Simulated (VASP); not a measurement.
Set up this calculation in VASP 6.6.1, as the native input.

```yaml
Task: single point
Functional: PBEsol
Potentials_or_basis: VASP PAW PBE potentials, release 64 (C)
Cutoff: 520 eV
k_mesh: 8 × 8 × 8
Occupations: fermi-dirac, width 0.05 eV
Spin: no spin polarisation
Dipole_correction: no
Further_INCAR_settings: ALGO = Normal; EDIFF = 1e-06; NBANDS = 11
```

The structure of C lies in POSCAR:

```
C
1.0
    0.0000000000      1.7769231177      1.7769231177
    1.7769231177      0.0000000000      1.7769231177
    1.7769231177      1.7769231177      0.0000000000
C
2
Direct
    0.5000000000      0.5000000000      0.5000000000
    0.7500000000      0.7500000000      0.7500000000
```

The input as run:

INCAR

```
SYSTEM = C
  ALGO = Normal
  EDIFF = 1E-6
  ENCUT = 520
  GGA = PS
  ISIF = 2
  ISMEAR = -1
  LASPH = .True.
  LCHARG = .True.
  LELF = .True.
  LREAL = .False.
  LVHAR = .True.
  LWAVE = .False.
  NBANDS = 11
  NELM = 100
  PREC = Accurate
  SIGMA = 0.05
```

KPOINTS

```
k-points
0
Gamma
  8 8 8
  0 0 0
```

Potentials or basis: VASP PAW PBE potentials, release 64 (C).

Command:

```console
$ cat potpaw_PBE.64/C/POTCAR > POTCAR
$ mpirun -np 1 vasp_std > vasp.out
```

Results of the run:

```yaml
Pressure: 1.1 GPa
Band_gap_on_the_k_mesh: 4.03 eV, indirect (least direct gap 5.57 eV)
```

Caveat: the PAW data sets were made with another functional, which shifts forces and pressure a little.

Run time: 7.7 s on 1 thread of AMD EPYC 7R43 64-Core Processor (Zen 3) (shared host), peak memory 0.07 GiB.
